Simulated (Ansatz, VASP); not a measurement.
**Two plane-wave programs on TiAl**

```
Ti Al
1.0
     0.00188    0.00025    2.86217
     6.73989   -0.18409   -0.00415
    -0.18883    6.74028   -0.00079
Ti Al
4 4
Direct
  0.49995 0.29437 0.20563
  0.50005 0.20562 0.79438
  0.50010 0.70562 0.29437
  0.49991 0.79439 0.70562
  0.00002 0.95597 0.04402
  0.99999 0.04404 0.45597
  0.99996 0.54403 0.95597
  0.00002 0.45597 0.54403
```

Change from the starting cell: cell x4, atoms moved at random (sigma 0.15 Å) and cell strained at random (1.5 %), then relaxed without symmetry.

Alike in both runs: functional PBE; k mesh 6 × 4 × 4; occupations gaussian, width 0.2 eV; no spin polarisation.

Ansatz relaxed the structure, and its values are those at the end. VASP's run is a single point on that final structure, the one shown.

|  | VASP | Ansatz |
| --- | --- | --- |
| version | VASP 6.6.1 | Ansatz 0.2.0 |
| potentials or method | VASP PAW PBE potentials, release 64 (Ti_sv, Al), cutoff 520 eV | scalar-relativistic, plane waves, PAW |
| valence electrons in the cell | 60 | 60 |

|  | VASP | Ansatz | Ansatz less VASP |
| --- | --- | --- | --- |
| gap on the k mesh at the Fermi level (eV) | none | none | - |
| pressure (GPa) | -0.1 | 0.0 | +0.03 |
| rms of the force components (eV/Å) | 0.004 | 0.003 | -0.0009 |

A gap of «none» marks a metal or a gap that the smearing closes.

The k mesh is coarse, so the values compare programs but aren't converged.
